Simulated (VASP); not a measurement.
AgCl (strained measured structure): one r²SCAN single-point calculation in two programs

```
Ag Cl
1.0
     0.00000    2.77317    2.77317
     2.87828    0.00000    2.77317
     2.87828    2.77317    0.00000
Ag Cl
1 1
Direct
  0.00000 0.00000 0.00000
  0.50000 0.50000 0.50000
```

Each program uses its own PAW datasets. VASP's cell holds 18 valence electrons and Ansatz's 26. Ansatz's stress includes a Pulay correction; VASP's doesn't.

Cutoffs: 520 eV in VASP, 500 eV in Ansatz. k meshes: 8×8×8 and 8×8×8.

```csv
,VASP,Ansatz
gap between bands v and c,1.32 eV,1.37 eV
least direct gap,3.43 eV,3.47 eV
pressure,-1.7 GPa,-1.6 GPa
```

Band v is the last that the valence electrons fill when counted band by band, and c is the next. Levels in eV from the top of v, Ansatz:

```tsv
point	v−1	v	c	c+1
Γ	-2.38	-2.30	1.37	11.04
X	-1.99	-1.90	2.90	8.17
K	-1.68	-1.13	4.05	7.54
L	-0.24	0.00	4.71	6.91
W	-1.95	-1.26	4.37	8.34
```

VASP:

| point | v−1 | v | c | c+1 |
| --- | --- | --- | --- | --- |
| Γ | -2.36 | -2.34 | 1.32 | 11.17 |
| X | -1.96 | -1.88 | 2.86 | 8.20 |
| K | -1.67 | -1.13 | 4.01 | 7.53 |
| L | -0.24 | 0.00 | 4.67 | 6.85 |
| W | -1.93 | -1.26 | 4.33 | 8.34 |

VASP's potentials hold 18 valence electrons a cell and Ansatz's 26, so a difference between the two programs can come from the potentials and not from the codes.
